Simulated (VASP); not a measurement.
# GaN (zincblende type) (F-43m) in VASP: further runs

GaN (zincblende type) is run at these levels: PBE; tasks: single point.

Program: VASP 6.6.1. These are calculated values, not measurements. Logs are shortened: lines on timing, memory, paths and dates and some standing lists are left out, and cuts for length are marked.

## (1) The cell of the first run

Symmetry: F-43m, No. 216, cubic system. Conventional cell: a = 3.804 Å, b = 3.804 Å, c = 3.804 Å, α = 90.00°, β = 90.00°, γ = 90.00°. Ga (site symmetry -43m) has 4 N at 1.65 Å within 2.2 Å. N (site symmetry -43m) has 4 Ga at 1.65 Å within 2.2 Å.

## (2) Single point, PBE

Contents of INCAR:

```
  PREC = Accurate
  ENCUT = 520
  EDIFF = 1E-6
  ISMEAR = -1
  SIGMA = 0.05
  LREAL = F
  LASPH = T
  NELM = 60
  ALGO = Normal
  ISIF = 2
  LWAVE = F
  LCHARG = F
  GGA = PE
  NBANDS = 16
```

Contents of KPOINTS:

```
regular mesh
0
Gamma
  18 18 18
```

Contents of POSCAR:

```
GaN
1.0
    0.0000000000      1.9019798768      1.9019798768
    1.9019798768      0.0000000000      1.9019798768
    1.9019798768      1.9019798768      0.0000000000
Ga N
1 1
Direct
    0.0000000000      0.0000000000      0.0000000000
    0.2500000000      0.2500000000      0.2500000000
```

Potentials or basis: VASP PAW PBE potentials, release 64 (Ga_d, N).

The run is started by

```bash
> cat potpaw_PBE.64/Ga_d/POTCAR potpaw_PBE.64/N/POTCAR > POTCAR
> mpirun -np 1 vasp_std > vasp.out
```

OUTCAR:

```text
PREC = Accurate
   ENCUT = 520
   EDIFF = 1E-6
   ISMEAR = -1
   LREAL = F
   LASPH = T
   NELM = 60
   ISIF = 2
   GGA = PE

 ion  position               nearest neighbor table
   1  0.000  0.000  0.000-   2 1.65   2 1.65   2 1.65   2 1.65
   2  0.250  0.250  0.250-   1 1.65   1 1.65   1 1.65   1 1.65

  LATTYP: Found a face centered cubic cell.
 ALAT       =     3.8039597536

  Lattice vectors:

 A1 = (   0.0000000000,   1.9019798768,   1.9019798768)
 A2 = (   1.9019798768,   0.0000000000,   1.9019798768)
 A3 = (   1.9019798768,   1.9019798768,   0.0000000000)

Analysis of symmetry for initial positions (statically):
=====================================================================
 Subroutine PRICEL returns:
 Original cell was already a primitive cell.

 Routine SETGRP: Setting up the symmetry group for a
 face centered cubic supercell.

 Subroutine GETGRP returns: Found 24 space group operations
 (whereof 24 operations were pure point group operations)
 out of a pool of 48 trial point group operations.

The static configuration has the point symmetry T_d .

Analysis of symmetry for dynamics (positions and initial velocities):
=====================================================================
 Subroutine PRICEL returns:
 Original cell was already a primitive cell.

 Routine SETGRP: Setting up the symmetry group for a
 face centered cubic supercell.

 Subroutine GETGRP returns: Found 24 space group operations
 (whereof 24 operations were pure point group operations)
 out of a pool of 48 trial point group operations.

The dynamic configuration has the point symmetry T_d .

 Subroutine INISYM returns: Found 24 space group operations
 (whereof 24 operations are pure point group operations),
 and found     1 'primitive' translations

----------------------------------------------------------------------------------------

                                     Primitive cell

  volume of cell :      13.7609

  direct lattice vectors                    reciprocal lattice vectors
     0.000000000  1.901979877  1.901979877    -0.262883959  0.262883959  0.262883959
     1.901979877  0.000000000  1.901979877     0.262883959 -0.262883959  0.262883959
     1.901979877  1.901979877  0.000000000     0.262883959  0.262883959 -0.262883959

[... 72 lines left out ...]
   NGXF,Y,Z  is equivalent  to a cutoff of  24.72, 24.72, 24.72 a.u.
 SYSTEM =  unknown system
   PREC   = accura    normal or accurate (medium, high low for compatibility)
   ISTART =      0    job   : 0-new  1-cont  2-samecut
   ICHARG =      2    charge: 1-file 2-atom 10-const
   ISPIN  =      1    spin polarized calculation?
   LNONCOLLINEAR =      F non collinear calculations
   LSORBIT =      F    spin-orbit coupling
   LASPH  =      T    aspherical Exc in radial PAW
   ENCUT  =  520.0 eV  38.22 Ry    6.18 a.u.   5.00  5.00  5.00*2*pi/ulx,y,z
   NELM   =     60;   NELMIN=  2; NELMDL= -5     # of ELM steps
   EDIFF  = 0.1E-05   stopping-criterion for ELM
   LREAL  =      F    real-space projection
   EDIFFG = 0.1E-04   stopping-criterion for IOM
   NSW    =      0    number of steps for IOM
   IBRION =     -1    ionic relax: 0-MD 1-quasi-New 2-CG
   NFREE  =      0    steps in history (QN), initial steepest desc. (CG)
   ISIF   =      2    stress and relaxation
   ISYM   =      2    0-nonsym 1-usesym 2-fastsym
   POTIM  = 0.5000    time-step for ionic-motion
   TEBEG  =    0.0;   TEEND  =   0.0 temperature during run
   PSTRESS=    0.0 pullay stress
   NELECT =      18.0000    total number of electrons
   NUPDOWN=      -1.0000    fix difference up-down
   EMIN   =  10.00;   EMAX   =-10.00  energy-range for DOS
   EFERMI =   0.00;   METHOD = LEGACY
   ISMEAR =    -1;   SIGMA  =   0.05  broadening in eV -4-tet -1-fermi 0-gaus
   EFERMI_NEDOS =   21; number of points for ismear=-14 and -15
   IALGO  =     38    algorithm
   IMIX   =      4    mixing-type and parameters
     AMIX     =   0.40;   BMIX     =  1.00
     AMIX_MAG =   1.60;   BMIX_MAG =  1.00
  volume/ion in A,a.u.               =       6.88        46.43
  Fermi-wavevector in a.u.,A,eV,Ry     =   1.790399  3.383363 43.613849  3.205527
  Thomas-Fermi vector in A             =   2.853177
   LORBIT       =      0    0 simple, 1 ext, 2 COOP (PROOUT), +10 PAW based schemes
   GGA     = PE    functional components
   LHFCALC =     F    Hartree Fock is set to
   AEXX    =    0.0000 exact exchange contribution
   IVDW    =     0    specifies the selected vdW correction
   LEPSILON=     F    determine dielectric tensor
   LRPA    =     F    only Hartree local field effects (RPA)
 non-spin polarized calculation
  energy-cutoff  :      520.00
  volume of cell :       13.76
 maximum number of plane-waves:       388
   NGX =  9   NGY =  9   NGZ =  9

 number of electron      17.9999983 magnetization

 Free energy of the ion-electron system (eV)
  ---------------------------------------------------
  ext. energy  EPLUGINS =         0.00000000
  ---------------------------------------------------
  free energy    TOTEN  =        -6.65310337 eV

  energy without entropy =       -6.65310337  energy(sigma->0) =       -6.65310337

 E-fermi :  13.7588     XC(G=0): -14.6851

 val. band max:       12.7834797726   @ k =   0.0000   0.0000   0.0000
 cond. band min:      16.1563308343   @ k =   0.5000   0.5000   0.0000
 fundamental gap:      3.3728510616
 Fermi energy:        13.7588404445

 k-point     1 :       0.0000    0.0000    0.0000
  band No.  band energies     occupation
      1      -9.1343      2.00000
      2      -2.6945      2.00000
      3      -2.6945      2.00000
      4      -2.6945      2.00000
      5      -1.3834      2.00000
      6      -1.3834      2.00000
[... 433 lines left out ...]
      3      -2.4763      2.00000
      4      -2.4427      2.00000
      5      -1.4303      2.00000
      6      -1.3331      2.00000
[... 8 lines left out ...]
     15      33.6583      0.00000
     16      35.1111      0.00000

 [... further k-points ...]
[... 5 lines left out ...]
  --------------------------------------------------------------------------------------
  -------------------------------------------------------------------------------------
  Total       24.6923675     24.6923675     24.6923675     -0.0000000      0.0000000      0.0000000
  in kB     2874.9186800   2874.9186800   2874.9186800     -0.0000000      0.0000000      0.0000000
  external PRESSURE =    2874.9186800 kB  Pullay stress =       0.0000000 kB

 VOLUME and BASIS-vectors are now :
 -----------------------------------------------------------------------------
  energy-cutoff  :      520.00
  volume of cell :       13.76
      direct lattice vectors                 reciprocal lattice vectors
     0.000000000  1.901979877  1.901979877    -0.262883959  0.262883959  0.262883959
     1.901979877  0.000000000  1.901979877     0.262883959 -0.262883959  0.262883959
     1.901979877  1.901979877  0.000000000     0.262883959  0.262883959 -0.262883959

 POSITION                                       TOTAL-FORCE (eV/Angst)
 -----------------------------------------------------------------------------------
      0.00000      0.00000      0.00000         0.000000      0.000000      0.000000
      0.95099      0.95099      0.95099        -0.000000     -0.000000     -0.000000
 -----------------------------------------------------------------------------------
    total drift:                                0.000004      0.000004      0.000004

  FREE ENERGIE OF THE ION-ELECTRON SYSTEM (eV)
  ---------------------------------------------------
  free  energy   TOTEN  =        -6.6531033702 eV

  energy  without entropy=       -6.6531033702  energy(sigma->0) =       -6.65310337
```

OSZICAR:

```text
N       E                     dE             d eps       ncg     rms          rms(c)
DAV:   1     0.685565072536E+02    0.68557E+02   -0.92794E+03  7600   0.233E+03
DAV:   2    -0.681641716154E+01   -0.75373E+02   -0.72161E+02  7000   0.319E+02
DAV:   3    -0.101517128523E+02   -0.33353E+01   -0.33268E+01  7384   0.594E+01
DAV:   4    -0.101771268595E+02   -0.25414E-01   -0.25412E-01  7512   0.524E+00
DAV:   5    -0.101773974893E+02   -0.27063E-03   -0.27063E-03  7704   0.505E-01    0.106E+01
DAV:   6    -0.676710066755E+01    0.34103E+01   -0.47038E+00  9304   0.642E+01    0.348E+00
DAV:   7    -0.667782825695E+01    0.89272E-01   -0.10820E+00  7112   0.969E+00    0.259E+00
DAV:   8    -0.666017571134E+01    0.17653E-01   -0.78773E-02  7928   0.684E+00    0.554E-01
DAV:   9    -0.665296382382E+01    0.72119E-02   -0.18709E-02  9208   0.505E+00    0.725E-02
DAV:  10    -0.665308348686E+01   -0.11966E-03   -0.14265E-03  6864   0.405E-01    0.258E-02
DAV:  11    -0.665311105007E+01   -0.27563E-04   -0.36223E-05  8448   0.690E-02    0.340E-02
DAV:  12    -0.665310340442E+01    0.76457E-05   -0.32951E-06  6808   0.195E-02    0.264E-03
DAV:  13    -0.665310337022E+01    0.34195E-07   -0.20876E-07  4472   0.161E-02
   1 F= -.66531034E+01 E0= -.66531034E+01  d E =-.143379E-10
```

stdout:

```text
POSCAR found type information on POSCAR GaN
 POSCAR found :  2 types and       2 ions
 scaLAPACK will be used
 LDA part: xc-table for (Slater+PW92), standard interpolation
 POSCAR, INCAR and KPOINTS ok, starting setup
 FFT: planning ... GRIDC
 FFT: planning ... GRID_SOFT
 FFT: planning ... GRID
 WAVECAR not read
 entering main loop
```

It took 34 s on 1 thread of Intel Xeon Platinum 8375C at 2.90GHz (Ice Lake), shared host; peak memory 0.16 GiB.

Results:

```yaml
Free_energy: -6.6531 eV
Pressure: 287.5 GPa
Band_gap_on_the_k_mesh: 3.37 eV, indirect (least direct gap 4.77 eV)
```

[end of part 1 of 2]
